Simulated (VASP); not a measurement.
# CdSe (F-43m) in VASP: further runs, part 2 of 2

VASP 6.6.1. Earlier steps stand in the parts before.

### Step 3. Single point, BLYP

This run uses another cell than the first one, of 29.52 Å³/atom, 0.981 times its volume.

The input, INCAR:

```
SYSTEM = CdSe
PREC = Accurate ; ENCUT = 520
EDIFF = 1E-6 ; ISMEAR = -1
SIGMA = 0.05 ; LREAL = .False.
LASPH = .True. ; NELM = 60
ALGO = Normal ; ISIF = 2
LWAVE = .False. ; LCHARG = .False.
GGA = B5 ; ALDAX = 1.0
AGGAX = 1.0 ; AGGAC = 1.0
ALDAC = 0.0 ; NBANDS = 16
```

The input, KPOINTS:

```
Automatic mesh
0
Gamma
  8 8 8
  0 0 0
```

The input, POSCAR:

```
CdSe
1.0
    0.0000000000      3.0906047130      3.0906047130
    3.0906047130      0.0000000000      3.0906047130
    3.0906047130      3.0906047130      0.0000000000
Cd Se
1 1
Direct
    0.0000000000      0.0000000000      0.0000000000
    0.2500000000      0.2500000000      0.2500000000
```

Potentials or basis: VASP PAW PBE potentials, release 64 (Cd, Se).

Run with:

```bash
cat potpaw_PBE.64/Cd/POTCAR potpaw_PBE.64/Se/POTCAR > POTCAR
mpirun -np 1 vasp_std > vasp.out
```

OUTCAR:

```text
SYSTEM = CdSe
   PREC = Accurate
   ENCUT = 520
   EDIFF = 1E-6
   ISMEAR = -1
   LREAL = .False.
   LASPH = .True.
   NELM = 60
   ISIF = 2
   GGA = B5

 ion  position               nearest neighbor table
   1  0.000  0.000  0.000-   2 2.68   2 2.68   2 2.68   2 2.68
   2  0.250  0.250  0.250-   1 2.68   1 2.68   1 2.68   1 2.68

  LATTYP: Found a face centered cubic cell.
 ALAT       =     6.1812094260

  Lattice vectors:

 A1 = (   0.0000000000,   3.0906047130,   3.0906047130)
 A2 = (   3.0906047130,   0.0000000000,   3.0906047130)
 A3 = (   3.0906047130,   3.0906047130,   0.0000000000)

Analysis of symmetry for initial positions (statically):
=====================================================================
 Subroutine PRICEL returns:
 Original cell was already a primitive cell.

 Routine SETGRP: Setting up the symmetry group for a
 face centered cubic supercell.

 Subroutine GETGRP returns: Found 24 space group operations
 (whereof 24 operations were pure point group operations)
 out of a pool of 48 trial point group operations.
[... 156 lines left out ...]
  ---------------------------------------------------
  ext. energy  EPLUGINS =         0.00000000
  ---------------------------------------------------
  free energy    TOTEN  =        -4.51921644 eV

  energy without entropy =       -4.51916129  energy(sigma->0) =       -4.51918886

 E-fermi :   1.2268     XC(G=0):  -8.1928

 val. band max:        0.9561803312   @ k =   0.0000   0.0000   0.0000
 cond. band min:       1.4141059516   @ k =   0.0000   0.0000   0.0000
 fundamental gap:      0.4579256203
 Fermi energy:         1.2267610562

 k-point     1 :       0.0000    0.0000    0.0000
  band No.  band energies     occupation
      1     -11.4022      2.00000
      2      -6.8827      2.00000
      3      -6.8827      2.00000
      4      -6.8827      2.00000
      5      -6.5640      2.00000
      6      -6.5640      2.00000
[... 433 lines left out ...]
      3      -6.7493      2.00000
      4      -6.5794      2.00000
      5      -6.5495      2.00000
      6      -6.2316      2.00000
[... 8 lines left out ...]
     15      12.6005      0.00000
     16      13.5170      0.00000

 [... further k-points ...]
[... 5 lines left out ...]
  --------------------------------------------------------------------------------------
  -------------------------------------------------------------------------------------
  Total        1.2172639      1.2172639      1.2172639      0.0000000      0.0000000     -0.0000000
  in kB       33.0320057     33.0320057     33.0320057      0.0000000      0.0000000     -0.0000000
  external PRESSURE =      33.0320057 kB  Pullay stress =       0.0000000 kB

 VOLUME and BASIS-vectors are now :
 -----------------------------------------------------------------------------
  energy-cutoff  :      520.00
  volume of cell :       59.04
      direct lattice vectors                 reciprocal lattice vectors
     0.000000000  3.090604713  3.090604713    -0.161780637  0.161780637  0.161780637
     3.090604713  0.000000000  3.090604713     0.161780637 -0.161780637  0.161780637
     3.090604713  3.090604713  0.000000000     0.161780637  0.161780637 -0.161780637

 POSITION                                       TOTAL-FORCE (eV/Angst)
 -----------------------------------------------------------------------------------
      0.00000      0.00000      0.00000        -0.000000     -0.000000     -0.000000
      1.54530      1.54530      1.54530         0.000000      0.000000      0.000000
 -----------------------------------------------------------------------------------
    total drift:                                0.000000      0.000000      0.000000

  FREE ENERGIE OF THE ION-ELECTRON SYSTEM (eV)
  ---------------------------------------------------
  free  energy   TOTEN  =        -4.5192164395 eV

  energy  without entropy=       -4.5191612853  energy(sigma->0) =       -4.51918886
```

OSZICAR:

```text
N       E                     dE             d eps       ncg     rms          rms(c)
DAV:   1     0.108519710504E+03    0.10852E+03   -0.87585E+03   936   0.100E+03
DAV:   2    -0.703187892576E+00   -0.10922E+03   -0.10312E+03  1104   0.246E+02
DAV:   3    -0.497608899268E+01   -0.42729E+01   -0.42651E+01  1144   0.506E+01
DAV:   4    -0.499596664889E+01   -0.19878E-01   -0.19877E-01  1160   0.346E+00
DAV:   5    -0.499609966229E+01   -0.13301E-03   -0.13301E-03  1152   0.248E-01    0.519E+00
DAV:   6    -0.453825087587E+01    0.45785E+00   -0.74445E-01  1368   0.100E+01    0.424E+00
DAV:   7    -0.451858993323E+01    0.19661E-01   -0.15189E-01  1080   0.256E+00    0.203E+00
DAV:   8    -0.451912545797E+01   -0.53552E-03   -0.12559E-02  1048   0.135E+00    0.246E-01
DAV:   9    -0.451915253615E+01   -0.27078E-04   -0.13222E-03  1184   0.464E-01    0.478E-02
DAV:  10    -0.451919647552E+01   -0.43939E-04   -0.14937E-04  1112   0.142E-01    0.433E-02
DAV:  11    -0.451921711931E+01   -0.20644E-04   -0.39072E-05  1128   0.493E-02    0.153E-02
DAV:  12    -0.451921643950E+01    0.67981E-06   -0.28752E-06  1096   0.192E-02
   1 F= -.45192164E+01 E0= -.45191889E+01  d E =-.551542E-04
```

Run time: 63 s. Hardware: 1 thread of AMD EPYC 7R43 (Zen 3), shared host; peak memory 0.17 GiB.

Results:

```yaml
Free_energy: -4.5192 eV
Pressure: 3.3 GPa
Band_gap_on_the_k_mesh: 0.46 eV, direct
```

Levels at points of the mesh, in eV from the valence-band top:
| k point | band 5 | band 6 | band 7 | band 8 | band 9 | band 10 | band 11 | band 12 | band 13 | band 14 |
| --- | --- | --- | --- | --- | --- | --- | --- | --- | --- | --- |
| (0.00, 0.00, 0.00) | -7.52 | -7.52 | 0.00 | 0.00 | 0.00 | 0.46 | 5.93 | 5.93 | 5.93 | 9.71 |
| (0.50, 0.00, 0.00) | -7.50 | -7.26 | -4.10 | -0.68 | -0.68 | 2.30 | 6.45 | 6.45 | 7.34 | 10.04 |
| (0.50, 0.50, 0.00) | -7.47 | -7.20 | -3.87 | -1.68 | -1.68 | 3.31 | 3.69 | 8.96 | 9.87 | 9.87 |

Caveat: the PAW data sets were made with another functional, which shifts forces and pressure a little.

### Step 4. Single point, BLYP

The input, INCAR:

```
AGGAC = 1.0 ; AGGAX = 1.0
ALDAC = 0.0 ; ALDAX = 1.0
ALGO = Normal ; EDIFF = 1E-6
ENCUT = 520 ; GGA = B5
ISIF = 2 ; ISMEAR = -1
LASPH = True ; LCHARG = False
LREAL = False ; LWAVE = False
NBANDS = 16 ; NELM = 100
PREC = Accurate ; SIGMA = 0.05
```

The input, KPOINTS:

```
k-points
0
Gamma
  8 8 8
```

The input, POSCAR:

```
CdSe
1.0
    0.0000000000      3.1106741371      3.1106741371
    3.1106741371      0.0000000000      3.1106741371
    3.1106741371      3.1106741371      0.0000000000
Cd Se
1 1
Direct
    0.0000000000      0.0000000000      0.0000000000
    0.2500000000      0.2500000000      0.2500000000
```

Run with:

```bash
cat potpaw_PBE.64/Cd/POTCAR potpaw_PBE.64/Se/POTCAR > POTCAR
mpirun -np 1 vasp_std > vasp.out
```

It took 63 s on 1 thread of AMD EPYC 7R43 (Zen 3), shared host; peak memory 0.16 GiB.

The run converged. Its results:

| Property | Result |
| --- | --- |
| Free energy | -4.5395 eV |
| Pressure | 2.3 GPa |
| Band gap on the k mesh | 0.41 eV, direct |

Levels at points of the mesh, in eV from the valence-band top:
| k point | band 6 | band 7 | band 8 | band 9 | band 10 | band 11 | band 12 | band 13 |
| --- | --- | --- | --- | --- | --- | --- | --- | --- |
| (0.00, 0.00, 0.00) | -7.48 | 0.00 | 0.00 | 0.00 | 0.41 | 5.93 | 5.93 | 5.93 |
| (0.50, 0.00, 0.00) | -7.24 | -4.00 | -0.65 | -0.65 | 2.27 | 6.44 | 6.44 | 7.27 |
| (0.50, 0.50, 0.00) | -7.18 | -3.79 | -1.62 | -1.62 | 3.34 | 3.65 | 8.87 | 9.76 |

Caveat: the PAW data sets were made with another functional, which shifts forces and pressure a little.

### Step 5. Single point, PBE+D3(BJ)

This run uses another cell than the first one, of 30.68 Å³/atom, 1.019 times its volume.

The input, INCAR:

```
PREC = Accurate
ENCUT = 520
EDIFF = 1E-6
ISMEAR = -1
SIGMA = 0.05
LREAL = F
LASPH = T
NELM = 60
ALGO = Normal
ISIF = 2
LWAVE = F
LCHARG = F
GGA = PE
IVDW = 12
NBANDS = 16
```

The input, KPOINTS:

```
Automatic mesh
0
Gamma
  8 8 8
```

The input, POSCAR:

```
CdSe
1.0
    0.0000000000      3.1304878824      3.1304878824
    3.1304878824      0.0000000000      3.1304878824
    3.1304878824      3.1304878824      0.0000000000
Cd Se
1 1
Direct
    0.0000000000      0.0000000000      0.0000000000
    0.2500000000      0.2500000000      0.2500000000
```

Run with:

```bash
cat potpaw_PBE.64/Cd/POTCAR potpaw_PBE.64/Se/POTCAR > POTCAR
mpirun -np 1 vasp_std > vasp.out
```

It took 44 s on 1 thread of AMD EPYC 7R43 (Zen 3), shared host; peak memory 0.18 GiB.

It converged, with:

- Free energy: -6.0706 eV
- Pressure: -2.8 GPa
- Band gap on the k mesh: 0.43 eV, direct
- Dispersion energy per atom: -0.288 eV

Levels at points of the mesh, in eV from the valence-band top:
```
           k point  band 7  band 8  band 9  band 10  band 11  band 12
(0.00, 0.00, 0.00)    0.00    0.00    0.00     0.43     5.92     5.92
(0.50, 0.00, 0.00)   -3.91   -0.63   -0.63     2.28     6.41     6.41
(0.50, 0.50, 0.00)   -3.70   -1.58   -1.58     3.29     3.65     8.73
```

### Step 6. Single point, BLYP

This run uses another cell than the first one, of 30.68 Å³/atom, 1.019 times its volume.

The input, INCAR:

```
SYSTEM = CdSe
PREC     = Accurate       ! precision mode
ENCUT    = 520            ! plane-wave cutoff, eV
EDIFF    = 1E-7           ! SCF threshold, eV
ISMEAR   = -1             ! smearing method
SIGMA    = 0.05           ! smearing width, eV
LREAL    = .False.        ! projectors in reciprocal space
LASPH    = .True.         ! aspherical terms in the spheres
NELM     = 60             ! most SCF steps
ALGO     = Normal         ! electronic algorithm
ISIF     = 2              ! what is computed and relaxed
LWAVE    = .False.        ! write WAVECAR
LCHARG   = .False.        ! write CHGCAR
GGA      = B5             ! functional
ALDAX    = 1.0          
AGGAX    = 1.0          
AGGAC    = 1.0          
ALDAC    = 0.0          
NBANDS   = 16             ! bands
```

The input, KPOINTS:

```
Automatic mesh
0
Gamma
  8 8 8
  0 0 0
```

POSCAR is that of step 5.

Potentials or basis: VASP PAW PBE potentials, release 64 (Cd, Se).

Run with:

```bash
cat potpaw_PBE.64/Cd/POTCAR potpaw_PBE.64/Se/POTCAR > POTCAR
mpirun -np 1 vasp_std > vasp.out
```

It took 74 s on 1 thread of AMD EPYC 7R43 (Zen 3), shared host; peak memory 0.16 GiB.

The run converged. Its results:

```
Free energy            : -4.5530 eV
Pressure               : 1.4 GPa
Band gap on the k mesh : 0.37 eV, direct
```

Levels at points of the mesh, in eV from the valence-band top:
```
           k point  band 6  band 7  band 8  band 9  band 10  band 11  band 12  band 13
(0.00, 0.00, 0.00)   -7.45    0.00    0.00    0.00     0.37     5.92     5.92     5.92
(0.50, 0.00, 0.00)   -7.22   -3.90   -0.63   -0.63     2.23     6.42     6.42     7.20
(0.50, 0.50, 0.00)   -7.17   -3.71   -1.56   -1.56     3.36     3.62     8.79     9.64
```

Caveat: the PAW data sets were made with another functional, which shifts forces and pressure a little.

### Step 7. Summary

| level | cell | gap on the mesh (eV) | pressure (GPa) |
| --- | --- | --- | --- |
| PBE+D3(BJ) | a = 4.399 Å, angles 60.0°, 2 atoms | 0.47 | -2.1 |
| BLYP | a = 4.371 Å, angles 60.0°, 2 atoms | 0.46 | 3.3 |
| BLYP | a = 4.399 Å, angles 60.0°, 2 atoms | 0.41 | 2.3 |
| PBE+D3(BJ) | a = 4.427 Å, angles 60.0°, 2 atoms | 0.43 | -2.8 |
| BLYP | a = 4.427 Å, angles 60.0°, 2 atoms | 0.37 | 1.4 |

Alike in all rows: task single point; potentials or basis VASP PAW PBE potentials, release 64 (Cd, Se); no spin polarisation; k mesh 8 × 8 × 8; cutoff (eV) 520; smearing fermi-dirac 0.05 eV.

Caveats: the PAW data sets were made with another functional, which shifts forces and pressure a little (some runs).

Total energies depend on the potentials used, so only differences within one code and one set of settings carry meaning.
